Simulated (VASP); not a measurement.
Runs of VASP 6.6.1 on KF. The structure is that of space group P4/mmm (No. 123), or close to it. The cells are those of the table. 

```tsv
cell	gap on the mesh (eV)	pressure (GPa)
a = 3.440, b = 3.440, c = 2.924 Å, 2 atoms	(c)	0.3
a = 3.067, b = 3.067, c = 3.680 Å, 2 atoms	5.68	0.1
a = 2.847, b = 2.847, c = 4.270 Å, 2 atoms	3.80	0.9
a = 3.658, b = 3.658, c = 2.586 Å, 2 atoms	4.48	3.1
a = 3.351, b = 3.351, c = 3.083 Å, 2 atoms	(b)	0.0
a = 3.762, b = 3.762, c = 2.445 Å, 2 atoms	(a)	6.5
a = 3.540, b = 3.540, c = 2.761 Å, 2 atoms	5.19	1.1
a = 2.986, b = 2.986, c = 3.882 Å, 2 atoms	5.14	0.2
```

Alike in all rows: task single point; level PBE; potentials or basis VASP PAW PBE potentials, release 64 (K_sv, F); no spin polarisation; k mesh 8 × 8 × 8; cutoff (eV) 520; smearing gaussian 0.05 eV.

Problem. Estimate the missing entries.

Solution. (a) 3.64; (b) 6.01; (c) 5.67.

A k mesh can miss the band edges.
